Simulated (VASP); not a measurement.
# BaS (F-43m) in VASP: a series of runs

Runs on BaS. Level: PBE. Tasks: single point.

All numbers are computed with VASP 6.6.1; they aren't measurements. Logs are shortened: lines on timing, memory, paths and dates and some standing lists are left out, and cuts for length are marked.

### Step 1. The cell of the first run

The structure is cubic, space group F-43m (No. 216). The conventional cell has a = 6.895 Å, b = 6.895 Å, c = 6.895 Å, α = 90.00°, β = 90.00°, γ = 90.00°. Within 3.9 Å of Ba (site symmetry -43m) lie 4 S at 2.99 Å. Within 3.9 Å of S (site symmetry -43m) lie 4 Ba at 2.99 Å.

### Step 2. Single point, PBE (volume changed by -6%)

Contents of INCAR:

```
SYSTEM = BaS
PREC = Accurate ; ENCUT = 520
EDIFF = 1E-6 ; ISMEAR = 0
SIGMA = 0.01 ; LREAL = .FALSE.
LASPH = .TRUE. ; NELM = 80
ALGO = Normal ; ISIF = 2
LWAVE = .FALSE. ; LCHARG = .FALSE.
GGA = PE ; NBANDS = 15
```

Contents of KPOINTS:

```
Automatic mesh
0
G
  6 6 6
  0 0 0
```

Contents of POSCAR:

```
BaS
1.0
    0.0000000000      3.4475668816      3.4475668816
    3.4475668816      0.0000000000      3.4475668816
    3.4475668816      3.4475668816      0.0000000000
Ba S
1 1
Direct
    0.0000000000      0.0000000000      0.0000000000
    0.2500000000      0.2500000000      0.2500000000
```

Potentials or basis: VASP PAW PBE potentials, release 64 (Ba_sv, S).

Run with:

```console
cat potpaw_PBE.64/Ba_sv/POTCAR potpaw_PBE.64/S/POTCAR > POTCAR
mpirun -np 1 vasp_std > vasp.out
```

OUTCAR:

```text
SYSTEM = BaS
   PREC = Accurate
   ENCUT = 520
   EDIFF = 1E-6
   ISMEAR = 0
   LREAL = .FALSE.
   LASPH = .TRUE.
   NELM = 80
   ISIF = 2
   GGA = PE

 ion  position               nearest neighbor table
   1  0.000  0.000  0.000-   2 2.99   2 2.99   2 2.99   2 2.99
   2  0.250  0.250  0.250-   1 2.99   1 2.99   1 2.99   1 2.99

  LATTYP: Found a face centered cubic cell.
 ALAT       =     6.8951337632

  Lattice vectors:

 A1 = (   0.0000000000,   3.4475668816,   3.4475668816)
 A2 = (   3.4475668816,   0.0000000000,   3.4475668816)
 A3 = (   3.4475668816,   3.4475668816,   0.0000000000)

Analysis of symmetry for initial positions (statically):
=====================================================================
 Subroutine PRICEL returns:
 Original cell was already a primitive cell.

 Routine SETGRP: Setting up the symmetry group for a
 face centered cubic supercell.

 Subroutine GETGRP returns: Found 24 space group operations
 (whereof 24 operations were pure point group operations)
 out of a pool of 48 trial point group operations.

The static configuration has the point symmetry T_d .

Analysis of symmetry for dynamics (positions and initial velocities):
=====================================================================
 Subroutine PRICEL returns:
 Original cell was already a primitive cell.

 Routine SETGRP: Setting up the symmetry group for a
 face centered cubic supercell.

 Subroutine GETGRP returns: Found 24 space group operations
 (whereof 24 operations were pure point group operations)
 out of a pool of 48 trial point group operations.

The dynamic configuration has the point symmetry T_d .

 Subroutine INISYM returns: Found 24 space group operations
 (whereof 24 operations are pure point group operations),
 and found     1 'primitive' translations

----------------------------------------------------------------------------------------

                                     Primitive cell

  volume of cell :      81.9536

  direct lattice vectors                    reciprocal lattice vectors
     0.000000000  3.447566882  3.447566882    -0.145029819  0.145029819  0.145029819
     3.447566882  0.000000000  3.447566882     0.145029819 -0.145029819  0.145029819
     3.447566882  3.447566882  0.000000000     0.145029819  0.145029819 -0.145029819

  length of vectors
     4.875595841  4.875595841  4.875595841     0.251199015  0.251199015  0.251199015

  position of ions in fractional coordinates (direct lattice)
     0.000000000  0.000000000  0.000000000
[... 79 lines left out ...]
   PSTRESS=    0.0 pullay stress
   NELECT =      16.0000    total number of electrons
   NUPDOWN=      -1.0000    fix difference up-down
   EMIN   =  10.00;   EMAX   =-10.00  energy-range for DOS
   EFERMI =   0.00;   METHOD = LEGACY
   ISMEAR =     0;   SIGMA  =   0.01  broadening in eV -4-tet -1-fermi 0-gaus
   EFERMI_NEDOS =   21; number of points for ismear=-14 and -15
   IALGO  =     38    algorithm
   IMIX   =      4    mixing-type and parameters
     AMIX     =   0.40;   BMIX     =  1.00
     AMIX_MAG =   1.60;   BMIX_MAG =  1.00
  volume/ion in A,a.u.               =      40.98       276.53
  Fermi-wavevector in a.u.,A,eV,Ry     =   0.949712  1.794696 12.271825  0.901954
  Thomas-Fermi vector in A             =   2.078021
   LORBIT       =      0    0 simple, 1 ext, 2 COOP (PROOUT), +10 PAW based schemes
   GGA     = PE    functional components
   LHFCALC =     F    Hartree Fock is set to
   AEXX    =    0.0000 exact exchange contribution
   IVDW    =     0    specifies the selected vdW correction
   LEPSILON=     F    determine dielectric tensor
   LRPA    =     F    only Hartree local field effects (RPA)
 non-spin polarized calculation
 Gauss-broadening in eV      SIGMA  =   0.01
  energy-cutoff  :      520.00
  volume of cell :       81.95
 maximum number of plane-waves:      2229
   NGX = 19   NGY = 19   NGZ = 19

 number of electron      15.9999999 magnetization

 Free energy of the ion-electron system (eV)
  ---------------------------------------------------
  ext. energy  EPLUGINS =         0.00000000
  ---------------------------------------------------
  free energy    TOTEN  =        -9.68914244 eV

  energy without entropy =       -9.68914244  energy(sigma->0) =       -9.68914244

 E-fermi :   0.1928     XC(G=0):  -7.4071

 val. band max:        0.0854365297   @ k =  -0.3333   0.5000   0.1667
 cond. band min:       2.9399883452   @ k =   0.0000   0.0000   0.0000
 fundamental gap:      2.8545518155
 Fermi energy:         0.1927836800

 k-point     1 :       0.0000    0.0000    0.0000
  band No.  band energies     occupation
      1     -25.8344      2.00000
      2     -11.0314      2.00000
      3     -11.0314      2.00000
      4     -11.0314      2.00000
      5      -9.9201      2.00000
      6      -0.7078      2.00000
      7      -0.7078      2.00000
      8      -0.7078      2.00000
      9       2.9400      0.00000
     10       5.2082      0.00000
     11       5.2082      0.00000
     12       7.2728      0.00000
     13       7.2728      0.00000
     14       7.2728      0.00000
[... 257 lines left out ...]
      2     -11.9219      2.00000
      3     -11.1998      2.00000
      4     -11.1585      2.00000
      5      -8.8592      2.00000
      6      -0.8378      2.00000
      7      -0.2297      2.00000
      8       0.0854      2.00000
      9       3.5111      0.00000
     10       4.4887      0.00000
     11       6.1793      0.00000
     12       6.6233      0.00000
     13       7.5934      0.00000
     14       8.9878      0.00000
     15       9.1989      0.00000

------------------------ aborting loop because EDIFF is reached ----------------------------------------

  FORCE on cell =-STRESS in cart. coord.  units (eV):
  Direction    XX          YY          ZZ          XY          YZ          ZX
  --------------------------------------------------------------------------------------
  -------------------------------------------------------------------------------------
  Total        1.2313344      1.2313344      1.2313344      0.0000000      0.0000000      0.0000000
  in kB       24.0723508     24.0723508     24.0723508      0.0000000      0.0000000      0.0000000
  external PRESSURE =      24.0723508 kB  Pullay stress =       0.0000000 kB

 VOLUME and BASIS-vectors are now :
 -----------------------------------------------------------------------------
  energy-cutoff  :      520.00
  volume of cell :       81.95
      direct lattice vectors                 reciprocal lattice vectors
     0.000000000  3.447566882  3.447566882    -0.145029819  0.145029819  0.145029819
     3.447566882  0.000000000  3.447566882     0.145029819 -0.145029819  0.145029819
     3.447566882  3.447566882  0.000000000     0.145029819  0.145029819 -0.145029819

 POSITION                                       TOTAL-FORCE (eV/Angst)
 -----------------------------------------------------------------------------------
      0.00000      0.00000      0.00000        -0.000000     -0.000000     -0.000000
      1.72378      1.72378      1.72378         0.000000      0.000000      0.000000
 -----------------------------------------------------------------------------------
    total drift:                               -0.000000     -0.000000     -0.000000

  FREE ENERGIE OF THE ION-ELECTRON SYSTEM (eV)
  ---------------------------------------------------
  free  energy   TOTEN  =        -9.6891424386 eV

  energy  without entropy=       -9.6891424386  energy(sigma->0) =       -9.68914244
```

OSZICAR:

```text
N       E                     dE             d eps       ncg     rms          rms(c)
DAV:   1     0.939268138517E+02    0.93927E+02   -0.64161E+03   480   0.897E+02
DAV:   2    -0.403222962427E+01   -0.97959E+02   -0.88888E+02   650   0.164E+02
DAV:   3    -0.105058804358E+02   -0.64737E+01   -0.64002E+01   684   0.472E+01
DAV:   4    -0.106531210456E+02   -0.14724E+00   -0.14719E+00   640   0.738E+00
DAV:   5    -0.106573931935E+02   -0.42721E-02   -0.42721E-02   724   0.994E-01    0.549E+00
DAV:   6    -0.970404698412E+01    0.95335E+00   -0.12944E+00   550   0.620E+00    0.378E+00
DAV:   7    -0.966307266890E+01    0.40974E-01   -0.38354E-01   578   0.305E+00    0.259E+00
DAV:   8    -0.967517512279E+01   -0.12102E-01   -0.37613E-02   557   0.126E+00    0.754E-01
DAV:   9    -0.968493293326E+01   -0.97578E-02   -0.15277E-02   494   0.820E-01    0.341E-01
DAV:  10    -0.968805675198E+01   -0.31238E-02   -0.13457E-03   550   0.215E-01    0.959E-02
DAV:  11    -0.968910057727E+01   -0.10438E-02   -0.15705E-03   494   0.203E-01    0.311E-02
DAV:  12    -0.968913063649E+01   -0.30059E-04   -0.11038E-04   700   0.506E-02    0.380E-02
DAV:  13    -0.968914263987E+01   -0.12003E-04   -0.23688E-05   515   0.306E-02    0.136E-02
DAV:  14    -0.968914243859E+01    0.20128E-06   -0.55684E-07   548   0.507E-03
   1 F= -.96891424E+01 E0= -.96891424E+01  d E =-.282274E-53
```

Wall time 9.8 s (1 thread of Intel Xeon 6975P-C (Granite Rapids), shared host); peak memory 0.2 GiB.

What came out:

- Free energy: -9.6891 eV
- Pressure: 2.4 GPa
- Band gap on the k mesh: 2.85 eV, indirect (least direct gap 3.43 eV)

Caveat: spin-orbit coupling is left out, which moves the levels of the heavy elements.

### Step 3. Single point, PBE (volume changed by -3%)

Contents of INCAR:

```
SYSTEM = BaS
PREC = Accurate
ENCUT = 520
EDIFF = 1E-6
ISMEAR = 0
SIGMA = 0.01
LREAL = .FALSE.
LASPH = .TRUE.
NELM = 80
ALGO = Normal
ISIF = 2
LWAVE = .FALSE.
LCHARG = .FALSE.
GGA = PE
NBANDS = 15
```

KPOINTS is that of step 2.

Contents of POSCAR:

```
BaS
1.0
    0.0000000000      3.4838597264      3.4838597264
    3.4838597264      0.0000000000      3.4838597264
    3.4838597264      3.4838597264      0.0000000000
Ba S
1 1
Direct
    0.0000000000      0.0000000000      0.0000000000
    0.2500000000      0.2500000000      0.2500000000
```

Potentials or basis: VASP PAW PBE potentials, release 64 (Ba_sv, S).

Run with:

```console
cat potpaw_PBE.64/Ba_sv/POTCAR potpaw_PBE.64/S/POTCAR > POTCAR
mpirun -np 1 vasp_std > vasp.out
```

OUTCAR:

```text
SYSTEM = BaS
   PREC = Accurate
   ENCUT = 520
   EDIFF = 1E-6
   ISMEAR = 0
   LREAL = .FALSE.
   LASPH = .TRUE.
   NELM = 80
   ISIF = 2
   GGA = PE

 ion  position               nearest neighbor table
   1  0.000  0.000  0.000-   2 3.02   2 3.02   2 3.02   2 3.02
   2  0.250  0.250  0.250-   1 3.02   1 3.02   1 3.02   1 3.02

  LATTYP: Found a face centered cubic cell.
 ALAT       =     6.9677194528

  Lattice vectors:

 A1 = (   0.0000000000,   3.4838597264,   3.4838597264)
 A2 = (   3.4838597264,   0.0000000000,   3.4838597264)
 A3 = (   3.4838597264,   3.4838597264,   0.0000000000)

Analysis of symmetry for initial positions (statically):
=====================================================================
 Subroutine PRICEL returns:
 Original cell was already a primitive cell.

 Routine SETGRP: Setting up the symmetry group for a
 face centered cubic supercell.

 Subroutine GETGRP returns: Found 24 space group operations
 (whereof 24 operations were pure point group operations)
 out of a pool of 48 trial point group operations.

The static configuration has the point symmetry T_d .

[... 164 lines left out ...]
      4     -11.2444      2.00000
      5     -10.0053      2.00000
      6      -0.7823      2.00000
      7      -0.7823      2.00000
      8      -0.7823      2.00000
      9       2.7586      0.00000
     10       5.0359      0.00000
     11       5.0359      0.00000
     12       7.0277      0.00000
     13       7.0277      0.00000
     14       7.0277      0.00000
[... 257 lines left out ...]
      2     -12.0240      2.00000
      3     -11.3927      2.00000
      4     -11.3560      2.00000
      5      -9.0651      2.00000
      6      -0.9221      2.00000
      7      -0.3492      2.00000
      8      -0.0512      2.00000
      9       3.3731      0.00000
     10       4.3293      0.00000
     11       5.9572      0.00000
     12       6.3870      0.00000
     13       7.3023      0.00000
     14       8.6474      0.00000
     15       8.8386      0.00000

------------------------ aborting loop because EDIFF is reached ----------------------------------------

  FORCE on cell =-STRESS in cart. coord.  units (eV):
  Direction    XX          YY          ZZ          XY          YZ          ZX
  --------------------------------------------------------------------------------------
  -------------------------------------------------------------------------------------
  Total        0.6933216      0.6933216      0.6933216     -0.0000000     -0.0000000      0.0000000
  in kB       13.1350978     13.1350978     13.1350978     -0.0000000     -0.0000000      0.0000000
  external PRESSURE =      13.1350978 kB  Pullay stress =       0.0000000 kB

 VOLUME and BASIS-vectors are now :
 -----------------------------------------------------------------------------
  energy-cutoff  :      520.00
  volume of cell :       84.57
      direct lattice vectors                 reciprocal lattice vectors
     0.000000000  3.483859726  3.483859726    -0.143518982  0.143518982  0.143518982
     3.483859726  0.000000000  3.483859726     0.143518982 -0.143518982  0.143518982
     3.483859726  3.483859726  0.000000000     0.143518982  0.143518982 -0.143518982

 POSITION                                       TOTAL-FORCE (eV/Angst)
 -----------------------------------------------------------------------------------
      0.00000      0.00000      0.00000         0.000000      0.000000     -0.000000
      1.74193      1.74193      1.74193        -0.000000     -0.000000      0.000000
 -----------------------------------------------------------------------------------
    total drift:                                0.000000      0.000000      0.000000

  FREE ENERGIE OF THE ION-ELECTRON SYSTEM (eV)
  ---------------------------------------------------
  free  energy   TOTEN  =        -9.7197453234 eV

  energy  without entropy=       -9.7197453234  energy(sigma->0) =       -9.71974532
```

Run time: 12 s. Hardware: 1 thread of Intel Xeon 6975P-C (Granite Rapids), shared host; peak memory 0.23 GiB.

Results:

```
Free energy            : -9.7197 eV
Pressure               : 1.3 GPa
Band gap on the k mesh : 2.81 eV, indirect (least direct gap 3.42 eV)
```

Caveat: spin-orbit coupling is left out, which moves the levels of the heavy elements.
